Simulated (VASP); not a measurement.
# Al2CoO4 (Fd-3m) in VASP: single point with LDA

Aim: the single point of Al2CoO4 with LDA.

Program: VASP 6.6.1. These are calculated values, not measurements. Logs are shortened: lines on timing, memory, paths and dates and some standing lists are left out, and cuts for length are marked.

## Step 1: The cell of the first run

The structure is cubic, space group Fd-3m (No. 227). The conventional cell has a = 8.080 Å, b = 8.080 Å, c = 8.080 Å, α = 90.00°, β = 90.00°, γ = 90.00°. Al (site symmetry -3m) has 6 O at 1.91 Å within 2.5 Å. Within 2.6 Å of Co (site symmetry -43m) lie 4 O at 1.94 Å. Within 2.6 Å of O (site symmetry 3m) lie 3 Al at 1.91 Å and 1 Co at 1.94 Å and 3 O at 2.54 Å.

## Step 2: Single point, LDA, collinear spin, ferromagnetic start

INCAR reads:

```
  ALGO = Normal
  EDIFF = 1E-6
  ENCUT = 600
  GGA_COMPAT = F
  ISIF = 2
  ISMEAR = -1
  ISPIN = 2
  KPAR = 4
  LASPH = T
  LCHARG = F
  LMAXMIX = 4
  LORBIT = 11
  LREAL = F
  LWAVE = F
  MAGMOM = 0 0 0 0 1.8 1.8 0 0 0 0 0 0 0 0
  NBANDS = 56
  NELM = 200
  PREC = Accurate
  SIGMA = 0.1
```

KPOINTS reads:

```
k-points
0
Gamma
  4 4 4
```

POSCAR reads:

```
Al2CoO4
1.0
    0.0000000000      4.0402040000      4.0402040000
    4.0402040000      0.0000000000      4.0402040000
    4.0402040000      4.0402040000      0.0000000000
Al Co O
4 2 8
Direct
    0.6249120348      0.1257791112      0.6250976144
    0.1249111017      0.6257752689      0.6250995252
    0.6249103824      0.6257795560      0.1250982496
    0.6249120527      0.6257777899      0.6250979187
   -0.0000890231      0.0007761150      0.0000999242
    0.2499120797      0.2507759025      0.2500993976
    0.3888504077      0.8339594121      0.3890381886
    0.8609729762      0.8618383256      0.8611584697
    0.3888514230      0.3897166324      0.8332802612
    0.8330941114      0.3897177366      0.3890370417
    0.4167291535      0.8618393612      0.8611589865
    0.8609725223      0.8618384548      0.4169161613
    0.3888511811      0.3897160940      0.3890374034
    0.8609718067      0.4175959515      0.8611592363
```

Potentials or basis: VASP PAW LDA potentials, release 64 (Al, Co, O).

The run is started by

```sh
cat potpaw_LDA.64/Al/POTCAR potpaw_LDA.64/Co/POTCAR potpaw_LDA.64/O/POTCAR > POTCAR
mpirun -np 4 vasp_std > vasp.out
```

OUTCAR:

```text
EDIFF = 1E-6
   ENCUT = 600
   ISIF = 2
   ISMEAR = -1
   ISPIN = 2
   LASPH = T
   LORBIT = 11
   LREAL = F
   NELM = 200
   PREC = Accurate

 ion  position               nearest neighbor table
   1  0.625  0.126  0.625-   9 1.91  10 1.91  13 1.91   8 1.91  12 1.91  11 1.91   2 2.86   4 2.86
                             3 2.86   3 2.86   4 2.86   2 2.86
   2  0.125  0.626  0.625-  14 1.91   9 1.91  13 1.91  12 1.91   8 1.91   7 1.91   1 2.86   4 2.86
                             3 2.86   3 2.86   4 2.86   1 2.86
   3  0.625  0.626  0.125-   7 1.91  11 1.91   8 1.91  10 1.91  14 1.91  13 1.91   4 2.86   2 2.86
                             1 2.86   1 2.86   2 2.86   4 2.86
   4  0.625  0.626  0.625-  10 1.91  14 1.91  12 1.91   7 1.91   9 1.91  11 1.91   2 2.86   1 2.86
                             3 2.86   3 2.86   1 2.86   2 2.86
   5  1.000  0.001  0.000-  12 1.94   8 1.94  11 1.94  14 1.94
   6  0.250  0.251  0.250-   7 1.94  13 1.94  10 1.94   9 1.94
   7  0.389  0.834  0.389-   3 1.91   4 1.91   2 1.91   6 1.94
   8  0.861  0.862  0.861-   3 1.91   2 1.91   1 1.91   5 1.94
   9  0.389  0.390  0.833-   1 1.91   2 1.91   4 1.91   6 1.94
  10  0.833  0.390  0.389-   1 1.91   4 1.91   3 1.91   6 1.94
  11  0.417  0.862  0.861-   3 1.91   1 1.91   4 1.91   5 1.94
  12  0.861  0.862  0.417-   4 1.91   2 1.91   1 1.91   5 1.94
  13  0.389  0.390  0.389-   1 1.91   2 1.91   3 1.91   6 1.94
  14  0.861  0.418  0.861-   2 1.91   4 1.91   3 1.91   5 1.94

  LATTYP: Found a face centered cubic cell.
 ALAT       =     8.0804080000

  Lattice vectors:

 A1 = (   0.0000000000,   4.0402040000,   4.0402040000)
 A2 = (   4.0402040000,   0.0000000000,   4.0402040000)
 A3 = (   4.0402040000,   4.0402040000,   0.0000000000)

Analysis of symmetry for initial positions (statically):
=====================================================================
 Subroutine PRICEL returns:
 Original cell was already a primitive cell.

 Routine SETGRP: Setting up the symmetry group for a
 face centered cubic supercell.

 Subroutine GETGRP returns: Found 48 space group operations
 (whereof  1 operations were pure point group operations)
 out of a pool of 48 trial point group operations.

The static configuration has the point symmetry C_1 .
 The point group associated with its full space group is O_h .

Analysis of symmetry for dynamics (positions and initial velocities):
=====================================================================
 Subroutine PRICEL returns:
 Original cell was already a primitive cell.

 Routine SETGRP: Setting up the symmetry group for a
 face centered cubic supercell.

 Subroutine GETGRP returns: Found 48 space group operations
 (whereof  1 operations were pure point group operations)
 out of a pool of 48 trial point group operations.

The dynamic configuration has the point symmetry C_1 .
 The point group associated with its full space group is O_h .

Analysis of structural, dynamic, and magnetic symmetry:
=====================================================================
 Subroutine PRICEL returns:
 Original cell was already a primitive cell.

 Routine SETGRP: Setting up the symmetry group for a
 face centered cubic supercell.

 Subroutine GETGRP returns: Found 48 space group operations
 (whereof  1 operations were pure point group operations)
 out of a pool of 48 trial point group operations.

The overall configuration has the point symmetry C_1 .
 The point group associated with its full space group is O_h .

 Subroutine INISYM returns: Found 48 space group operations
 (whereof  1 operations are pure point group operations),
 and found     1 'primitive' translations

----------------------------------------------------------------------------------------

                                     Primitive cell

  volume of cell :     131.8985

  direct lattice vectors                    reciprocal lattice vectors
     0.000000000  4.040204000  4.040204000    -0.123756127  0.123756127  0.123756127
     4.040204000  0.000000000  4.040204000     0.123756127 -0.123756127  0.123756127
     4.040204000  4.040204000  0.000000000     0.123756127  0.123756127 -0.123756127

  length of vectors
     5.713711292  5.713711292  5.713711292     0.214351900  0.214351900  0.214351900

  position of ions in fractional coordinates (direct lattice)
     0.624912035  0.125779111  0.625097614
     0.124911102  0.625775269  0.625099525
     0.624910382  0.625779556  0.125098250
[... 92 lines left out ...]
   TEBEG  =    0.0;   TEEND  =   0.0 temperature during run
   PSTRESS=    0.0 pullay stress
   NELECT =      78.0000    total number of electrons
   NUPDOWN=      -1.0000    fix difference up-down
   EMIN   =  10.00;   EMAX   =-10.00  energy-range for DOS
   EFERMI =   0.00;   METHOD = LEGACY
   ISMEAR =    -1;   SIGMA  =   0.10  broadening in eV -4-tet -1-fermi 0-gaus
   EFERMI_NEDOS =   21; number of points for ismear=-14 and -15
   IALGO  =     38    algorithm
   IMIX   =      4    mixing-type and parameters
     AMIX     =   0.40;   BMIX     =  1.00
     AMIX_MAG =   1.60;   BMIX_MAG =  1.00
  volume/ion in A,a.u.               =       9.42        63.58
  Fermi-wavevector in a.u.,A,eV,Ry     =   1.374126  2.596721 25.690806  1.888221
  Thomas-Fermi vector in A             =   2.499580
   LORBIT       =     11    0 simple, 1 ext, 2 COOP (PROOUT), +10 PAW based schemes
   GGA     = CA    functional components
   LHFCALC =     F    Hartree Fock is set to
   AEXX    =    0.0000 exact exchange contribution
   IVDW    =     0    specifies the selected vdW correction
   LEPSILON=     F    determine dielectric tensor
   LRPA    =     F    only Hartree local field effects (RPA)
 spin polarized calculation
  energy-cutoff  :      600.00
  volume of cell :      131.90
 maximum number of plane-waves:      4477
 NGX is ok and might be reduce to    48
   NGX = 23   NGY = 23   NGZ = 23

 number of electron      78.0000000 magnetization       6.0004557

 Free energy of the ion-electron system (eV)
  ---------------------------------------------------
  ext. energy  EPLUGINS =         0.00000000
  ---------------------------------------------------
  free energy    TOTEN  =      -112.59649385 eV

  energy without entropy =     -112.47696402  energy(sigma->0) =     -112.53672893

 E-fermi :   7.6245     XC(G=0): -11.9445

 val. band max:        7.4599984794   @ k =   0.5000   0.5000   0.0000
 cond. band min:       7.7773781472   @ k =   0.5000   0.0000   0.0000
 fundamental gap:      0.3173796678
 Fermi energy:         7.6244777156

 spin component 1

 k-point     1 :       0.0000    0.0000    0.0000
  band No.  band energies     occupation
      1     -13.8152      1.00000
      2     -12.2724      1.00000
      3     -11.6718      1.00000
      4     -11.6718      1.00000
      5     -11.6718      1.00000
      6     -11.2969      1.00000
[... 421 lines left out ...]
     50      16.3880      0.00000
     51      16.6186      0.00000
 Fermi energy:         7.6244777156

 spin component 2

 k-point     1 :       0.0000    0.0000    0.0000
  band No.  band energies     occupation
      1     -13.6880      1.00000
      2     -12.1328      1.00000
      3     -11.5263      1.00000
      4     -11.5263      1.00000
      5     -11.5263      1.00000
      6     -11.1479      1.00000
[... 421 lines left out ...]
     50      16.5341      0.00000
     51      16.7679      0.00000
 [bands above 51 left out]

------------------------ aborting loop because EDIFF is reached ----------------------------------------

  FORCE on cell =-STRESS in cart. coord.  units (eV):
  Direction    XX          YY          ZZ          XY          YZ          ZX
  --------------------------------------------------------------------------------------
  -------------------------------------------------------------------------------------
  Total       -4.8291405     -4.8291405     -4.8291405     -0.0000000      0.0000000     -0.0000000
  in kB      -58.6597955    -58.6597955    -58.6597955     -0.0000000      0.0000000     -0.0000000
  external PRESSURE =     -58.6597955 kB  Pullay stress =       0.0000000 kB

 VOLUME and BASIS-vectors are now :
 -----------------------------------------------------------------------------
  energy-cutoff  :      600.00
  volume of cell :      131.90
      direct lattice vectors                 reciprocal lattice vectors
     0.000000000  4.040204000  4.040204000    -0.123756127  0.123756127  0.123756127
     4.040204000  0.000000000  4.040204000     0.123756127 -0.123756127  0.123756127
     4.040204000  4.040204000  0.000000000     0.123756127  0.123756127 -0.123756127

 POSITION                                       TOTAL-FORCE (eV/Angst)
 -----------------------------------------------------------------------------------
      3.03370      5.05029      3.03295        -0.000000     -0.000000      0.000000
      5.05379      3.03020      3.03293        -0.000000     -0.000000      0.000000
      3.03370      3.03019      5.05304        -0.000000     -0.000000      0.000000
      5.05379      5.05030      5.05304        -0.000000     -0.000000      0.000000
      0.00354      4.04025      4.04298        -0.000000     -0.000000      0.000000
      2.02364      2.02015      2.02288        -0.000000     -0.000000      0.000000
      4.94116      3.14283      4.94040         0.011369     -0.011369      0.011369
      6.96126      6.95776      6.96051         0.011369      0.011369      0.011369
      4.94116      4.93766      3.14557         0.011369      0.011369     -0.011369
      3.14633      4.93766      4.94041        -0.011369      0.011369      0.011369
      6.96126      5.16293      5.16568         0.011369     -0.011369     -0.011369
      5.16643      5.16293      6.96051        -0.011369     -0.011369      0.011369
      3.14632      3.14283      3.14557        -0.011369     -0.011369     -0.011369
      5.16643      6.95776      5.16567        -0.011369      0.011369     -0.011369
 -----------------------------------------------------------------------------------
    total drift:                                0.003088      0.034558     -0.086033

  FREE ENERGIE OF THE ION-ELECTRON SYSTEM (eV)
  ---------------------------------------------------
  free  energy   TOTEN  =      -112.5964938468 eV

  energy  without entropy=     -112.4769640223  energy(sigma->0) =     -112.53672893

 total charge

# of ion       s       p       d       tot
------------------------------------------
    1        0.320   0.411   0.000   0.731
    2        0.320   0.411   0.000   0.731
    3        0.320   0.411   0.000   0.731
    4        0.320   0.411   0.000   0.731
    5        0.357   0.455   7.196   8.008
    6        0.357   0.455   7.196   8.008
    7        1.533   3.574   0.000   5.107
    8        1.533   3.574   0.000   5.107
    9        1.533   3.574   0.000   5.107
   10        1.533   3.574   0.000   5.107
   11        1.533   3.574   0.000   5.107
   12        1.533   3.574   0.000   5.107
   13        1.533   3.574   0.000   5.107
   14        1.533   3.574   0.000   5.107
--------------------------------------------------
tot         14.259  31.143  14.391  59.794

 magnetization (x)

# of ion       s       p       d       tot
------------------------------------------
    1        0.001   0.003   0.000   0.004
    2        0.001   0.003   0.000   0.004
    3        0.001   0.003   0.000   0.004
    4        0.001   0.003   0.000   0.004
    5        0.009   0.061   2.421   2.492
    6        0.009   0.061   2.421   2.492
    7        0.005   0.074   0.000   0.078
    8        0.005   0.074   0.000   0.078
    9        0.005   0.074   0.000   0.078
   10        0.005   0.074   0.000   0.078
   11        0.005   0.074   0.000   0.078
   12        0.005   0.074   0.000   0.078
   13        0.005   0.074   0.000   0.078
   14        0.005   0.074   0.000   0.078
--------------------------------------------------
tot          0.061   0.724   4.843   5.628
```

Wall time 38 s (4 MPI ranks of Intel Xeon 6975P-C (Granite Rapids), shared host); peak memory 0.34 GiB.

Results:

* Free energy: -112.5965 eV
* Pressure: -5.9 GPa
* Largest force: 0.020 eV/Å
* Band gap on the k mesh: 0.32 eV (least direct gap 0.45 eV)
* Net moment: 6.00 μB per cell
* Site moments: Al +0.00; Co +2.49; O +0.08 μB
* Valence electrons inside the program's atomic spheres: Al 0.73; Co 8.01; O 5.11

Forces on the atoms (eV/Å):
```
Al   0.000  0.000  0.000
Al   0.000  0.000  0.000
Al   0.000  0.000  0.000
Al   0.000  0.000  0.000
Co   0.000  0.000  0.000
Co   0.000  0.000  0.000
O    0.011 -0.011  0.011
O    0.011  0.011  0.011
O    0.011  0.011 -0.011
O   -0.011  0.011  0.011
O    0.011 -0.011 -0.011
O   -0.011 -0.011  0.011
O   -0.011 -0.011 -0.011
O   -0.011  0.011 -0.011
```

Caveat: the cell stands under tension. A k mesh can miss the band edges.
